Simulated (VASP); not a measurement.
Here is a VASP 6.6.1 calculation.

Contents of INCAR:

```
SYSTEM = Ba
PREC     = Accurate       ! precision mode
ENCUT    = 520            ! plane-wave cutoff, eV
EDIFF    = 1E-6           ! SCF threshold, eV
ISMEAR   = -1             ! smearing method
SIGMA    = 0.13605693000000002 ! smearing width, eV
LREAL    = .FALSE.        ! projectors in reciprocal space
LASPH    = .TRUE.         ! aspherical terms in the spheres
NELM     = 100            ! most SCF steps
ALGO     = Normal         ! electronic algorithm
ISIF     = 2              ! what is computed and relaxed
LWAVE    = .FALSE.        ! write WAVECAR
LCHARG   = .TRUE.         ! write CHGCAR
GGA      = PS             ! functional
LELF     = .TRUE.         ! ELF
LVHAR    = .TRUE.       
NBANDS   = 11             ! bands
```

The input KPOINTS:

```
Automatic mesh
0
G
  9 9 9
  0 0 0
```

POSCAR

```
Ba
1.0
    0.0000000000      3.0848725372      3.0848725372
    3.0848725372      0.0000000000      3.0848725372
    3.0848725372      3.0848725372      0.0000000000
Ba
1
Direct
    0.0000000000      0.0000000000      0.0000000000
```

Potentials or basis: VASP PAW PBE potentials, release 64 (Ba_sv).

The run is started by

```console
$ cat potpaw_PBE.64/Ba_sv/POTCAR > POTCAR
$ mpirun -np 1 vasp_std > vasp.out
```

(1) Predict the band gap on the k mesh.

(2) What does it give for the pressure?

Answers

(1) zero (band 5 reaches 1.90 eV, above the bottom of band 6 at 1.60 eV).

(2) 0.1 GPa.

Caveat: the PAW data sets were made with another functional, which shifts forces and pressure a little; spin-orbit coupling is left out, which moves the levels of the heavy elements.
